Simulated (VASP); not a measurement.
# Na2S (Fm-3m) in VASP: a series of runs

The runs below take Na2S through single point, with r2SCAN.

Everything below comes from runs of VASP 6.6.1. Logs are shortened: lines on timing, memory, paths and dates and some standing lists are left out, and cuts for length are marked.

### 1 The cell of the first run

The structure is cubic, space group Fm-3m (No. 225). The conventional cell has a = 6.511 Å, b = 6.511 Å, c = 6.511 Å, α = 90.00°, β = 90.00°, γ = 90.00°. Within 3.7 Å of Na (site symmetry -43m) lie 4 S at 2.82 Å and 6 Na at 3.26 Å. Within 3.7 Å of S (site symmetry m-3m) lie 8 Na at 2.82 Å.

### 2 Single point, r2SCAN

POSCAR reads:

```
Na2S
1.0
    0.0000000000      3.2554286216      3.2554286216
    3.2554286216      0.0000000000      3.2554286216
    3.2554286216      3.2554286216      0.0000000000
Na S
2 1
Direct
    0.2500000000      0.2500000000      0.2500000000
    0.7500000000      0.7500000000      0.7500000000
    0.0000000000      0.0000000000      0.0000000000
```

INCAR.step1 reads:

```
SYSTEM = Na2S
ALGO = Normal
EDIFF = 1E-5
ENCUT = 550
GGA = PE
GGA_COMPAT = .False.
ISMEAR = 0
LASPH = .True.
LCHARG = .False.
LREAL = .False.
LWAVE = .True.
NBANDS = 17
NELM = 120
PREC = Accurate
SIGMA = 0.01
```

INCAR.step2 reads:

```
SYSTEM = Na2S
ALGO = Normal
EDIFF = 1E-6
ENCUT = 550
GGA_COMPAT = .False.
ISIF = 2
ISMEAR = 0
ISTART = 1
LASPH = .True.
LCHARG = .True.
LELF = .True.
LMIXTAU = .True.
LREAL = .False.
LVHAR = .True.
LWAVE = .False.
METAGGA = R2SCAN
NBANDS = 17
NELM = 120
PREC = Accurate
SIGMA = 0.01
```

KPOINTS reads:

```
k-points
0
Gamma
  6 6 6
  0 0 0
```

Potentials or basis: VASP PAW PBE potentials, release 64 (Na_pv, S).

Run with:

```sh
cat potpaw_PBE.64/Na_pv/POTCAR potpaw_PBE.64/S/POTCAR > POTCAR
cp INCAR.step1 INCAR
mpirun -np 1 vasp_std > vasp.out
cp INCAR.step2 INCAR
mpirun -np 1 vasp_std > vasp.out
```

OUTCAR:

```text
SYSTEM = Na2S
   EDIFF = 1E-6
   ENCUT = 550
   ISIF = 2
   ISMEAR = 0
   ISTART = 1
   LASPH = .True.
   LREAL = .False.
   METAGGA = R2SCAN
   NELM = 120
   PREC = Accurate

 ion  position               nearest neighbor table
   1  0.250  0.250  0.250-
   2  0.750  0.750  0.750-
   3  0.000  0.000  0.000-

  LATTYP: Found a face centered cubic cell.
 ALAT       =     6.5108572432

  Lattice vectors:

 A1 = (   0.0000000000,   3.2554286216,   3.2554286216)
 A2 = (   3.2554286216,   0.0000000000,   3.2554286216)
 A3 = (   3.2554286216,   3.2554286216,   0.0000000000)

Analysis of symmetry for initial positions (statically):
=====================================================================
 Subroutine PRICEL returns:
 Original cell was already a primitive cell.

 Routine SETGRP: Setting up the symmetry group for a
 face centered cubic supercell.

 Subroutine GETGRP returns: Found 48 space group operations
[... 9 lines left out ...]

 Routine SETGRP: Setting up the symmetry group for a
 face centered cubic supercell.

 Subroutine GETGRP returns: Found 48 space group operations
[... 11 lines left out ...]
                                     Primitive cell

  volume of cell :      69.0009

  direct lattice vectors                    reciprocal lattice vectors
     0.000000000  3.255428622  3.255428622    -0.153589606  0.153589606  0.153589606
     3.255428622  0.000000000  3.255428622     0.153589606 -0.153589606  0.153589606
     3.255428622  3.255428622  0.000000000     0.153589606  0.153589606 -0.153589606

  length of vectors
     4.603871308  4.603871308  4.603871308     0.266025001  0.266025001  0.266025001

  position of ions in fractional coordinates (direct lattice)
     0.250000000  0.250000000  0.250000000
     0.750000000  0.750000000  0.750000000
     0.000000000  0.000000000  0.000000000

  ion indices of the primitive-cell ions
   primitive index   ion index
                 1           1
                 2           2
                 3           3

----------------------------------------------------------------------------------------

 KPOINTS: k-points

Automatic generation of k-mesh.
 Grid dimensions read from file:
 generate k-points for:    6    6    6

 Generating k-lattice:

  Cartesian coordinates                     Fractional coordinates (reciprocal lattice)
    -0.025598268  0.025598268  0.025598268     0.166666667  0.000000000  0.000000000
     0.025598268 -0.025598268  0.025598268     0.000000000  0.166666667  0.000000000
     0.025598268  0.025598268 -0.025598268     0.000000000  0.000000000  0.166666667

  Length of vectors
     0.044337500  0.044337500  0.044337500

  Shift w.r.t. Gamma in fractional coordinates (k-lattice)
     0.000000000  0.000000000  0.000000000

 Subroutine IBZKPT returns following result:
 ===========================================

 Found     16 irreducible k-points:

 Following reciprocal coordinates:
            Coordinates               Weight
  0.000000  0.000000  0.000000      1.000000
  0.166667  0.000000  0.000000      8.000000
  0.333333  0.000000  0.000000      8.000000
  0.500000  0.000000  0.000000      4.000000
  0.166667  0.166667  0.000000      6.000000
  0.333333  0.166667  0.000000     24.000000
[... 8 lines left out ...]
 -0.333333  0.333333  0.166667     24.000000
 -0.333333  0.500000  0.166667     12.000000
   k-points           NKPTS =     16   k-points in BZ     NKDIM =     16   number of bands    NBANDS=     17
   number of dos      NEDOS =    301   number of ions     NIONS =      3
   total plane-waves  NPLWV =  46656
   dimension x,y,z NGX =    36 NGY =   36 NGZ =   36
   dimension x,y,z NGXF=    72 NGYF=   72 NGZF=   72
   ions per type =               2   1
   NGX,Y,Z   is equivalent  to a cutoff of  13.00, 13.00, 13.00 a.u.
   NGXF,Y,Z  is equivalent  to a cutoff of  26.00, 26.00, 26.00 a.u.
 SYSTEM =  Na2S
   PREC   = accura    normal or accurate (medium, high low for compatibility)
   ISTART =      1    job   : 0-new  1-cont  2-samecut
   ICHARG =      0    charge: 1-file 2-atom 10-const
   ISPIN  =      1    spin polarized calculation?
   LNONCOLLINEAR =      F non collinear calculations
   LSORBIT =      F    spin-orbit coupling
   LASPH  =      T    aspherical Exc in radial PAW
   ENCUT  =  550.0 eV  40.42 Ry    6.36 a.u.   8.80  8.80  8.80*2*pi/ulx,y,z
   NELM   =    120;   NELMIN=  2; NELMDL=  0     # of ELM steps
   EDIFF  = 0.1E-05   stopping-criterion for ELM
   LREAL  =      F    real-space projection
   EDIFFG = 0.1E-04   stopping-criterion for IOM
   NSW    =      0    number of steps for IOM
   IBRION =     -1    ionic relax: 0-MD 1-quasi-New 2-CG
   NFREE  =      0    steps in history (QN), initial steepest desc. (CG)
   ISIF   =      2    stress and relaxation
   ISYM   =      2    0-nonsym 1-usesym 2-fastsym
   POTIM  = 0.5000    time-step for ionic-motion
   TEBEG  =    0.0;   TEEND  =   0.0 temperature during run
   PSTRESS=    0.0 pullay stress
   NELECT =      20.0000    total number of electrons
   NUPDOWN=      -1.0000    fix difference up-down
   EMIN   =  10.00;   EMAX   =-10.00  energy-range for DOS
   EFERMI =   0.00;   METHOD = LEGACY
   ISMEAR =     0;   SIGMA  =   0.01  broadening in eV -4-tet -1-fermi 0-gaus
   EFERMI_NEDOS =   21; number of points for ismear=-14 and -15
   IALGO  =     38    algorithm
   IMIX   =      4    mixing-type and parameters
     AMIX     =   0.40;   BMIX     =  1.00
     AMIX_MAG =   1.60;   BMIX_MAG =  1.00
  volume/ion in A,a.u.               =      23.00       155.21
  Fermi-wavevector in a.u.,A,eV,Ry     =   1.083428  2.047382 15.970734  1.173816
  Thomas-Fermi vector in A             =   2.219494
   LORBIT       =      0    0 simple, 1 ext, 2 COOP (PROOUT), +10 PAW based schemes
   METAGGA = R2SCAN    functional components
   LHFCALC =     F    Hartree Fock is set to
   AEXX    =    0.0000 exact exchange contribution
   IVDW    =     0    specifies the selected vdW correction
   LEPSILON=     F    determine dielectric tensor
   LRPA    =     F    only Hartree local field effects (RPA)
 non-spin polarized calculation
 Gauss-broadening in eV      SIGMA  =   0.01
  energy-cutoff  :      550.00
  volume of cell :       69.00
 maximum number of plane-waves:      2085
   NGX = 17   NGY = 17   NGZ = 17

 number of electron      19.9999984 magnetization

 Free energy of the ion-electron system (eV)
  ---------------------------------------------------
  ext. energy  EPLUGINS =         0.00000000
  ---------------------------------------------------
  free energy    TOTEN  =       -18.96727604 eV

  energy without entropy =      -18.96727604  energy(sigma->0) =      -18.96727604

 E-fermi :  -0.0314     XC(G=0):  -8.3203

 val. band max:       -0.0736876973   @ k =   0.0000   0.0000   0.0000
 cond. band min:       3.0390072060   @ k =   0.0000   0.0000   0.0000
 fundamental gap:      3.1126949033
 Fermi energy:        -0.0314150470

 k-point     1 :       0.0000    0.0000    0.0000
  band No.  band energies     occupation
      1     -23.0972      2.00000
      2     -23.0972      2.00000
      3     -23.0972      2.00000
      4     -23.0451      2.00000
      5     -23.0451      2.00000
      6     -23.0451      2.00000
[... 9 lines left out ...]
     16       9.7861      0.00000
     17      11.8644      0.00000

 k-point     2 :       0.1667    0.0000    0.0000
  band No.  band energies     occupation
      1     -23.0950      2.00000
      2     -23.0939      2.00000
      3     -23.0939      2.00000
      4     -23.0506      2.00000
      5     -23.0488      2.00000
      6     -23.0488      2.00000
[... 9 lines left out ...]
     16       9.3914      0.00000
     17      11.2056      0.00000

 k-point     3 :       0.3333    0.0000    0.0000
  band No.  band energies     occupation
      1     -23.0888      2.00000
      2     -23.0849      2.00000
      3     -23.0849      2.00000
      4     -23.0634      2.00000
      5     -23.0588      2.00000
      6     -23.0588      2.00000
[... 9 lines left out ...]
     16      10.3911      0.00000
     17      11.1390      0.00000

 k-point     4 :       0.5000    0.0000    0.0000
  band No.  band energies     occupation
      1     -23.0810      2.00000
      2     -23.0746      2.00000
      3     -23.0731      2.00000
      4     -23.0731      2.00000
      5     -23.0711      2.00000
      6     -23.0711      2.00000
[... 9 lines left out ...]
     16      12.0058      0.00000
     17      12.2143      0.00000

 k-point     5 :       0.1667    0.1667    0.0000
  band No.  band energies     occupation
      1     -23.1001      2.00000
      2     -23.1001      2.00000
      3     -23.0808      2.00000
      4     -23.0651      2.00000
      5     -23.0433      2.00000
      6     -23.0433      2.00000
[... 9 lines left out ...]
     16      10.1703      0.00000
     17      12.4703      0.00000

 k-point     6 :       0.3333    0.1667    0.0000
  band No.  band energies     occupation
      1     -23.0999      2.00000
      2     -23.0988      2.00000
      3     -23.0833      2.00000
      4     -23.0655      2.00000
      5     -23.0464      2.00000
      6     -23.0455      2.00000
[... 9 lines left out ...]
     16      10.9504      0.00000
     17      11.9656      0.00000
[... 121 lines left out ...]
 k-point    13 :       0.5000    0.5000    0.0000
  band No.  band energies     occupation
      1     -23.1244      2.00000
      2     -23.1086      2.00000
      3     -23.1086      2.00000
      4     -23.0378      2.00000
      5     -23.0378      2.00000
      6     -23.0313      2.00000
[... 9 lines left out ...]
     16      12.5156      0.00000
     17      12.5554      0.00000

 k-point    14 :       0.5000    0.3333    0.1667
  band No.  band energies     occupation
      1     -23.1101      2.00000
      2     -23.1008      2.00000
      3     -23.0885      2.00000
      4     -23.0579      2.00000
      5     -23.0497      2.00000
      6     -23.0379      2.00000
[... 9 lines left out ...]
     16      11.8211      0.00000
     17      12.7532      0.00000

 k-point    15 :      -0.3333    0.3333    0.1667
  band No.  band energies     occupation
      1     -23.1136      2.00000
      2     -23.1078      2.00000
      3     -23.0735      2.00000
      4     -23.0734      2.00000
      5     -23.0401      2.00000
      6     -23.0391      2.00000
[... 9 lines left out ...]
     16      11.3333      0.00000
     17      12.7205      0.00000

 k-point    16 :      -0.3333    0.5000    0.1667
  band No.  band energies     occupation
      1     -23.1213      2.00000
      2     -23.1118      2.00000
      3     -23.0910      2.00000
      4     -23.0556      2.00000
      5     -23.0362      2.00000
      6     -23.0328      2.00000
[... 9 lines left out ...]
     16      11.9288      0.00000
     17      12.6247      0.00000

------------------------ aborting loop because EDIFF is reached ----------------------------------------

  FORCE on cell =-STRESS in cart. coord.  units (eV):
  Direction    XX          YY          ZZ          XY          YZ          ZX
  --------------------------------------------------------------------------------------
  -------------------------------------------------------------------------------------
  Total       -0.0291686     -0.0291686     -0.0291686     -0.0000000      0.0000000     -0.0000000
  in kB       -0.6772854     -0.6772854     -0.6772854     -0.0000000      0.0000000     -0.0000000
  external PRESSURE =      -0.6772854 kB  Pullay stress =       0.0000000 kB

 VOLUME and BASIS-vectors are now :
 -----------------------------------------------------------------------------
  energy-cutoff  :      550.00
  volume of cell :       69.00
      direct lattice vectors                 reciprocal lattice vectors
     0.000000000  3.255428622  3.255428622    -0.153589606  0.153589606  0.153589606
     3.255428622  0.000000000  3.255428622     0.153589606 -0.153589606  0.153589606
     3.255428622  3.255428622  0.000000000     0.153589606  0.153589606 -0.153589606

 POSITION                                       TOTAL-FORCE (eV/Angst)
 -----------------------------------------------------------------------------------
      1.62771      1.62771      1.62771        -0.000000     -0.000000     -0.000000
      4.88314      4.88314      4.88314         0.000000      0.000000      0.000000
      0.00000      0.00000      0.00000        -0.000000      0.000000     -0.000000
 -----------------------------------------------------------------------------------
    total drift:                                0.000000      0.000000      0.000000

  FREE ENERGIE OF THE ION-ELECTRON SYSTEM (eV)
  ---------------------------------------------------
  free  energy   TOTEN  =       -18.9672760395 eV

  energy  without entropy=      -18.9672760395  energy(sigma->0) =      -18.96727604
```

It took 97 s on 1 thread of Intel Xeon Platinum 8259CL at 2.50GHz (Skylake/Cascade Lake), shared host; peak memory 0.2 GiB.

What came out:

- Free energy: -18.9673 eV
- Pressure: -0.1 GPa
- Band gap on the k mesh: 3.11 eV, direct

Levels at points of the mesh, in eV from the valence-band top:
| k point | band 8 | band 9 | band 10 | band 11 | band 12 | band 13 |
| --- | --- | --- | --- | --- | --- | --- |
| (0.00, 0.00, 0.00) | 0.00 | 0.00 | 0.00 | 3.11 | 8.47 | 8.47 |
| (0.50, 0.00, 0.00) | -1.63 | -0.12 | -0.12 | 5.57 | 6.98 | 7.69 |
| (0.50, 0.50, 0.00) | -1.44 | -0.45 | -0.45 | 4.20 | 6.77 | 9.43 |

Caveat: the PAW data sets were made with another functional, which shifts forces and pressure a little.

### 3 Single point, r2SCAN (volume changed by +3%)

POSCAR reads:

```
Na2S
1.0
    0.0000000000      3.2876626845      3.2876626845
    3.2876626845      0.0000000000      3.2876626845
    3.2876626845      3.2876626845      0.0000000000
Na S
2 1
Direct
    0.2500000000      0.2500000000      0.2500000000
    0.7500000000      0.7500000000      0.7500000000
    0.0000000000      0.0000000000      0.0000000000
```

INCAR.step1 reads:

```
ALGO = Normal
EDIFF = 1E-5
ENCUT = 550
GGA = PE
GGA_COMPAT = False
ISMEAR = 0
LASPH = True
LCHARG = False
LREAL = False
LWAVE = True
NBANDS = 17
NELM = 120
PREC = Accurate
SIGMA = 0.01
```

INCAR.step2 reads:

```
ALGO = Normal
EDIFF = 1E-6
ENCUT = 550
GGA_COMPAT = False
ISIF = 2
ISMEAR = 0
ISTART = 1
LASPH = True
LCHARG = False
LMIXTAU = True
LREAL = False
LWAVE = False
METAGGA = R2SCAN
NBANDS = 17
NELM = 120
PREC = Accurate
SIGMA = 0.01
```

KPOINTS reads:

```
k-points
0
Gamma
  6 6 6
```

Potentials or basis: VASP PAW PBE potentials, release 64 (Na_pv, S).

Run with:

```sh
cat potpaw_PBE.64/Na_pv/POTCAR potpaw_PBE.64/S/POTCAR > POTCAR
cp INCAR.step1 INCAR
mpirun -np 1 vasp_std > vasp.out
cp INCAR.step2 INCAR
mpirun -np 1 vasp_std > vasp.out
```

It took 82 s on 1 thread of Intel Xeon Platinum 8259CL at 2.50GHz (Skylake/Cascade Lake), shared host; peak memory 0.2 GiB.

The run converged. Its results:

```yaml
Free_energy: -18.9595 eV
Pressure: -1.0 GPa
Band_gap_on_the_k_mesh: 3.01 eV, direct
```

Levels at points of the mesh, in eV from the valence-band top:
| k point | band 7 | band 8 | band 9 | band 10 | band 11 | band 12 | band 13 | band 14 |
| --- | --- | --- | --- | --- | --- | --- | --- | --- |
| (0.00, 0.00, 0.00) | -10.54 | 0.00 | 0.00 | 0.00 | 3.01 | 8.36 | 8.36 | 8.36 |
| (0.50, 0.00, 0.00) | -10.30 | -1.58 | -0.12 | -0.12 | 5.44 | 6.86 | 7.62 | 7.62 |
| (0.50, 0.50, 0.00) | -10.23 | -1.40 | -0.44 | -0.44 | 4.18 | 6.68 | 9.19 | 10.41 |

Caveat: the PAW data sets were made with another functional, which shifts forces and pressure a little.

(Continued in part 2 of 2.)
